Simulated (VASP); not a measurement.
# PbSe (I4/mmm) in VASP: single point with r2SCAN

Aim: the single point of PbSe with r2SCAN.

Everything below comes from runs of VASP 6.6.1. Logs are shortened: lines on timing, memory, paths and dates and some standing lists are left out, and cuts for length are marked.

### Step 1. The cell of the first run

Symmetry: I4/mmm, No. 139, tetragonal system. The conventional cell has a = 4.368 Å, b = 4.368 Å, c = 6.363 Å, α = 90.00°, β = 90.00°, γ = 90.00°. Pb (site symmetry 4/mmm) has 6 Se at 3.09 to 3.18 Å within 4.1 Å. Within 4.1 Å of Se (site symmetry 4/mmm) lie 6 Pb at 3.09 to 3.18 Å.

### Step 2. Single point, r2SCAN, non-collinear spin, zero start, spin-orbit coupling (uniaxial z strain +3.0%)

Input file POSCAR:

```
PbSe
1.0
    0.0000000000      3.0887022195      3.1813632861
    3.0887022195      0.0000000000      3.1813632861
    3.0887022195      3.0887022195      0.0000000000
Pb Se
1 1
Direct
    0.0000000000      0.0000000000      0.0000000000
    0.5000000000      0.5000000000      0.5000000000
```

Input file INCAR.step1:

```
SYSTEM = PbSe
PREC = Accurate
ENCUT = 520
ISMEAR = -1
SIGMA = 0.02
LREAL = .False.
LASPH = .True.
NELM = 150
MAGMOM = 0 0 0 0 0 0
LSORBIT = .True.
GGA_COMPAT = .False.
NBANDS = 32
GGA = PE
ALGO = Normal
EDIFF = 1E-4
LWAVE = .True.
LCHARG = .False.
```

Input file INCAR.step2:

```
SYSTEM = PbSe
PREC = Accurate
ENCUT = 520
EDIFF = 1E-7
ISMEAR = -1
SIGMA = 0.02
LREAL = .False.
LASPH = .True.
NELM = 150
ALGO = Normal
ISIF = 2
LWAVE = .False.
LCHARG = .False.
MAGMOM = 0 0 0 0 0 0
LORBIT = 11
LSORBIT = .True.
GGA_COMPAT = .False.
LORBMOM = .True.
METAGGA = R2SCAN
LMIXTAU = .True.
NBANDS = 32
ISTART = 1
```

Input file KPOINTS:

```
regular mesh
0
Gamma
  8 8 8
  0 0 0
```

Potentials or basis: VASP PAW PBE potentials, release 64 (Pb_d, Se).

On the command line:

```
$ cat potpaw_PBE.64/Pb_d/POTCAR potpaw_PBE.64/Se/POTCAR > POTCAR
$ cp INCAR.step1 INCAR
$ mpirun -np 1 vasp_ncl > vasp.out
$ cp INCAR.step2 INCAR
$ mpirun -np 1 vasp_ncl > vasp.out
```

OUTCAR:

```text
SYSTEM = PbSe
   PREC = Accurate
   ENCUT = 520
   EDIFF = 1E-7
   ISMEAR = -1
   LREAL = .False.
   LASPH = .True.
   NELM = 150
   ISIF = 2
   LORBIT = 11
   LSORBIT = .True.
   METAGGA = R2SCAN
   ISTART = 1

 ion  position               nearest neighbor table
   1  0.000  0.000  0.000-   2 3.09   2 3.09   2 3.09   2 3.09   2 3.18   2 3.18
   2  0.500  0.500  0.500-   1 3.09   1 3.09   1 3.09   1 3.09   1 3.18   1 3.18

  LATTYP: Found a body centered tetragonal cell.
 ALAT       =     4.3680845689
 C/A-ratio  =     1.4566399693

  Lattice vectors:

 A1 = (  -3.0887022195,   0.0000000000,   3.1813632861)
 A2 = (   3.0887022195,   0.0000000000,   3.1813632861)
 A3 = (   0.0000000000,   3.0887022195,  -3.1813632861)

Analysis of symmetry for initial positions (statically):
=====================================================================
 Subroutine PRICEL returns:
 Original cell was already a primitive cell.

 Routine SETGRP: Setting up the symmetry group for a
 body centered tetragonal supercell.

 Subroutine GETGRP returns: Found 16 space group operations
 (whereof 16 operations were pure point group operations)
 out of a pool of 16 trial point group operations.

The static configuration has the point symmetry D_4h.

Analysis of symmetry for dynamics (positions and initial velocities):
=====================================================================
 Subroutine PRICEL returns:
 Original cell was already a primitive cell.

 Routine SETGRP: Setting up the symmetry group for a
 body centered tetragonal supercell.

 Subroutine GETGRP returns: Found 16 space group operations
 (whereof 16 operations were pure point group operations)
 out of a pool of 16 trial point group operations.

The dynamic configuration has the point symmetry D_4h.

Analysis of structural, dynamic, and magnetic symmetry:
=====================================================================
 Subroutine PRICEL returns:
 Original cell was already a primitive cell.

 Routine SETGRP: Setting up the symmetry group for a
 body centered tetragonal supercell.

 Subroutine GETGRP returns: Found 16 space group operations
 (whereof 16 operations were pure point group operations)
 out of a pool of 16 trial point group operations.

The overall configuration has the point symmetry D_4h.

 Subroutine INISYM returns: Found 16 space group operations
 (whereof 16 operations are pure point group operations),
 and found     1 'primitive' translations

----------------------------------------------------------------------------------------

                                     Primitive cell

  volume of cell :      60.7009

  direct lattice vectors                    reciprocal lattice vectors
     0.000000000  3.088702220  3.181363286    -0.161880286  0.161880286  0.157165327
     3.088702220  0.000000000  3.181363286     0.161880286 -0.161880286  0.157165327
     3.088702220  3.088702220  0.000000000     0.161880286  0.161880286 -0.157165327

  length of vectors
     4.434089958  4.434089958  4.368084569     0.277689384  0.277689384  0.277689384

  position of ions in fractional coordinates (direct lattice)
     0.000000000  0.000000000  0.000000000
     0.500000000  0.500000000  0.500000000

  ion indices of the primitive-cell ions
   primitive index   ion index
                 1           1
                 2           2

----------------------------------------------------------------------------------------

 KPOINTS: regular mesh

Automatic generation of k-mesh.
 Grid dimensions read from file:
 generate k-points for:    8    8    8

 Generating k-lattice:

  Cartesian coordinates                     Fractional coordinates (reciprocal lattice)
    -0.020235036  0.020235036  0.019645666     0.125000000  0.000000000  0.000000000
     0.020235036 -0.020235036  0.019645666     0.000000000  0.125000000  0.000000000
     0.020235036  0.020235036 -0.019645666     0.000000000  0.000000000  0.125000000

  Length of vectors
     0.034711173  0.034711173  0.034711173

  Shift w.r.t. Gamma in fractional coordinates (k-lattice)
     0.000000000  0.000000000  0.000000000

 Subroutine IBZKPT returns following result:
 ===========================================

 Found     59 irreducible k-points:

 Following reciprocal coordinates:
            Coordinates               Weight
  0.000000  0.000000  0.000000      1.000000
  0.125000 -0.000000  0.000000      8.000000
  0.250000 -0.000000  0.000000      8.000000
  0.375000  0.000000  0.000000      8.000000
  0.500000 -0.000000  0.000000      4.000000
  0.125000  0.125000  0.000000      2.000000
[... 46 lines left out ...]
   TEBEG  =    0.0;   TEEND  =   0.0 temperature during run
   PSTRESS=    0.0 pullay stress
   NELECT =      20.0000    total number of electrons
   NUPDOWN=      -1.0000    fix difference up-down
   EMIN   =  10.00;   EMAX   =-10.00  energy-range for DOS
   EFERMI =   0.00;   METHOD = LEGACY
   ISMEAR =    -1;   SIGMA  =   0.02  broadening in eV -4-tet -1-fermi 0-gaus
   EFERMI_NEDOS =   21; number of points for ismear=-14 and -15
   IALGO  =     38    algorithm
   IMIX   =      4    mixing-type and parameters
     AMIX     =   0.40;   BMIX     =  1.00
     AMIX_MAG =   1.60;   BMIX_MAG =  1.00
  volume/ion in A,a.u.               =      30.35       204.82
  Fermi-wavevector in a.u.,A,eV,Ry     =   1.130715  2.136741 17.395263  1.278516
  Thomas-Fermi vector in A             =   2.267412
   LORBIT       =     11    0 simple, 1 ext, 2 COOP (PROOUT), +10 PAW based schemes
   METAGGA = R2SCAN    functional components
   LHFCALC =     F    Hartree Fock is set to
   AEXX    =    0.0000 exact exchange contribution
   IVDW    =     0    specifies the selected vdW correction
   LEPSILON=     F    determine dielectric tensor
   LRPA    =     F    only Hartree local field effects (RPA)
  energy-cutoff  :      520.00
  volume of cell :       60.70
 maximum number of plane-waves:      3296
 NGX is ok and might be reduce to    36
   NGX = 17   NGY = 17   NGZ = 17

 number of electron      20.0000002 magnetization      -0.0000000      0.0000000      0.0000000

 number of electron      20.0000002 magnetization       0.0000000     -0.0000000     -0.0000000

 Free energy of the ion-electron system (eV)
  ---------------------------------------------------
  ext. energy  EPLUGINS =         0.00000000
  ---------------------------------------------------
  free energy    TOTEN  =       -72.31568417 eV

  energy without entropy =      -72.31568188  energy(sigma->0) =      -72.31568302

 E-fermi :   4.3437     XC(G=0):  -9.7870

 val. band max:        4.1880924197   @ k =   0.5000  -0.0000   0.0000
 cond. band min:       4.4993441992   @ k =   0.5000  -0.0000   0.0000
 fundamental gap:      0.3112517795
 Fermi energy:         4.3437183510

 k-point     1 :       0.0000    0.0000    0.0000
  band No.  band energies     occupation
      1     -14.6361      1.00000
      2     -14.6361      1.00000
      3     -14.6231      1.00000
      4     -14.6231      1.00000
      5     -12.0666      1.00000
      6     -12.0666      1.00000
[... 829 lines left out ...]
     31      14.4037      0.00000
     32      14.4037      0.00000

 [... further k-points ...]

------------------------ aborting loop because EDIFF is reached ----------------------------------------

  FORCE on cell =-STRESS in cart. coord.  units (eV):
  Direction    XX          YY          ZZ          XY          YZ          ZX
  --------------------------------------------------------------------------------------
  -------------------------------------------------------------------------------------
  Total       -0.2135467     -0.2135467     -1.2122033      0.0000000     -0.0000000      0.0000000
  in kB       -5.6364823     -5.6364823    -31.9956337      0.0000000     -0.0000000      0.0000000
  external PRESSURE =     -14.4228661 kB  Pullay stress =       0.0000000 kB

 VOLUME and BASIS-vectors are now :
 -----------------------------------------------------------------------------
  energy-cutoff  :      520.00
  volume of cell :       60.70
      direct lattice vectors                 reciprocal lattice vectors
     0.000000000  3.088702220  3.181363286    -0.161880286  0.161880286  0.157165327
     3.088702220  0.000000000  3.181363286     0.161880286 -0.161880286  0.157165327
     3.088702220  3.088702220  0.000000000     0.161880286  0.161880286 -0.157165327

 POSITION                                       TOTAL-FORCE (eV/Angst)
 -----------------------------------------------------------------------------------
      0.00000      0.00000      0.00000        -0.000000     -0.000000     -0.000000
      3.08870      3.08870      3.18136         0.000000      0.000000      0.000000
 -----------------------------------------------------------------------------------
    total drift:                               -0.000000      0.000000      0.000000

  FREE ENERGIE OF THE ION-ELECTRON SYSTEM (eV)
  ---------------------------------------------------
  free  energy   TOTEN  =       -72.3156841686 eV

  energy  without entropy=      -72.3156818783  energy(sigma->0) =      -72.31568302

 orbital moment (x)

 # of ion     p       d       tot
 ----------------------------------------
  1         0.000   0.000   0.000
  2         0.000  -0.000  -0.000
 ----------------------------------------
            0.000   0.000   0.000

 orbital moment (y)

 # of ion     p       d       tot
 ----------------------------------------
  1         0.000  -0.000  -0.000
  2         0.000   0.000   0.000
 ----------------------------------------
            0.000  -0.000  -0.000

 orbital moment (z)

 # of ion     p       d       tot
 ----------------------------------------
  1         0.000   0.000   0.000
  2         0.000   0.000   0.000
 ----------------------------------------
            0.000   0.000   0.000

 Spin-Orbit-Coupling matrix elements

 Ion:    1  E_soc:     -0.7782100
 l=   1
     0.0000000    -0.0643410    -0.0663465
    -0.0643410     0.0000000    -0.0643410
    -0.0663465    -0.0643410     0.0000000
 l=   2
     0.0000000    -0.0129856     0.0000000    -0.0129856    -0.0517003
    -0.0129856     0.0000000    -0.0387870    -0.0129855    -0.0129226
     0.0000000    -0.0387870     0.0000000    -0.0387870     0.0000000
    -0.0129856    -0.0129855    -0.0387870     0.0000000    -0.0129226
    -0.0517003    -0.0129226     0.0000000    -0.0129226     0.0000000
 l=   3
     0.0000000     0.0000000     0.0000000     0.0000000     0.0000000     0.0000000     0.0000000
     0.0000000     0.0000000     0.0000000     0.0000000     0.0000000     0.0000000     0.0000000
     0.0000000     0.0000000     0.0000000     0.0000000     0.0000000     0.0000000     0.0000000
     0.0000000     0.0000000     0.0000000     0.0000000     0.0000000     0.0000000     0.0000000
     0.0000000     0.0000000     0.0000000     0.0000000     0.0000000     0.0000000     0.0000000
     0.0000000     0.0000000     0.0000000     0.0000000     0.0000000     0.0000000     0.0000000
     0.0000000     0.0000000     0.0000000     0.0000000     0.0000000     0.0000000     0.0000000

 Ion:    2  E_soc:     -0.0462381
 l=   1
     0.0000000    -0.0077207    -0.0077119
    -0.0077207     0.0000000    -0.0077207
    -0.0077119    -0.0077207     0.0000000
 l=   2
     0.0000000    -0.0000015     0.0000000    -0.0000015     0.0000140
    -0.0000015     0.0000000     0.0000088    -0.0000011     0.0000033
     0.0000000     0.0000088     0.0000000     0.0000088     0.0000000
    -0.0000015    -0.0000011     0.0000088     0.0000000     0.0000033
     0.0000140     0.0000033     0.0000000     0.0000033     0.0000000
 l=   3
     0.0000000     0.0000000     0.0000000     0.0000000     0.0000000     0.0000000     0.0000000
     0.0000000     0.0000000     0.0000000     0.0000000     0.0000000     0.0000000     0.0000000
     0.0000000     0.0000000     0.0000000     0.0000000     0.0000000     0.0000000     0.0000000
     0.0000000     0.0000000     0.0000000     0.0000000     0.0000000     0.0000000     0.0000000
     0.0000000     0.0000000     0.0000000     0.0000000     0.0000000     0.0000000     0.0000000
     0.0000000     0.0000000     0.0000000     0.0000000     0.0000000     0.0000000     0.0000000
     0.0000000     0.0000000     0.0000000     0.0000000     0.0000000     0.0000000     0.0000000

 total charge

# of ion       s       p       d       tot
------------------------------------------
    1        1.469   0.507   9.831  11.808
    2        1.463   2.365   0.014   3.842
--------------------------------------------------
tot          2.932   2.872   9.846  15.650

 magnetization (x)

# of ion       s       p       d       tot
------------------------------------------
    1        0.000  -0.000  -0.000  -0.000
    2       -0.000   0.000  -0.000   0.000
--------------------------------------------------
tot         -0.000  -0.000  -0.000  -0.000

 magnetization (y)

# of ion       s       p       d       tot
------------------------------------------
    1        0.000   0.000   0.000   0.000
    2        0.000  -0.000   0.000  -0.000
--------------------------------------------------
tot          0.000  -0.000   0.000   0.000

 magnetization (z)

# of ion       s       p       d       tot
------------------------------------------
    1       -0.000   0.000   0.000  -0.000
    2        0.000  -0.000   0.000  -0.000
--------------------------------------------------
tot         -0.000  -0.000   0.000  -0.000
```

It took 21 min on 1 thread of AMD EPYC 7R13 (Zen 3), shared host; peak memory 0.49 GiB.

What came out:

| Property | Result |
| --- | --- |
| Free energy | -72.3157 eV |
| Pressure | -1.4 GPa |
| Net moment | 0.00 μB per cell |
| Valence electrons inside the program's atomic spheres | Pb 11.81; Se 3.84 |

Stress tensor (GPa, compression positive):
```
-0.56  0.00  0.00
 0.00 -0.56  0.00
 0.00  0.00 -3.20
```

Moments on the atoms (μB; x, y, z):
```
Pb  0.00 0.00 0.00
Se  0.00 0.00 0.00
```

Caveat: the cell differs from its parent crystal (uniaxial z strain +3.0%); the PAW data sets were made with another functional, which shifts forces and pressure a little.
